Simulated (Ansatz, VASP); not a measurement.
## Two plane-wave programs on SiC

```xyz
12
Lattice="3.0949 0.0000 0.0000 -1.5474 2.6803 0.0000 0.0000 0.0000 15.1861" Properties=species:S:1:pos:R:3 pbc="T T T"
Si    0.0000    1.7868   12.6499
Si    1.5474    0.8934    5.0569
Si    1.5474    0.8934   10.1215
Si    0.0000    1.7868    2.5285
Si    0.0000    0.0000    7.5888
Si    0.0000    0.0000   15.1819
C     0.0000    0.0000   13.2783
C     0.0000    0.0000    5.6852
C     0.0000    1.7868   10.7517
C     1.5474    0.8934    3.1587
C     1.5474    0.8934    8.2235
C     0.0000    1.7868    0.6304
```

Alike in both runs: functional PBE; k mesh 12 × 12 × 2; occupations gaussian, width 0.02 eV; no spin polarisation.

Ansatz relaxed the structure, and its values are those at the end. VASP's run is a single point on that final structure, the one shown.

|  | VASP | Ansatz |
| --- | --- | --- |
| version | VASP 6.6.1 | Ansatz 0.2.0 |
| potentials or method | VASP PAW PBE potentials, release 64 (Si, C), cutoff 520 eV | scalar-relativistic, plane waves, PAW |
| valence electrons in the cell | 48 | 48 |

```tsv
	VASP	Ansatz	Ansatz less VASP
gap on the k mesh at the Fermi level (eV)	2.03	2.03	+0.002
pressure (GPa)	0.0	0.0	+0.05
```
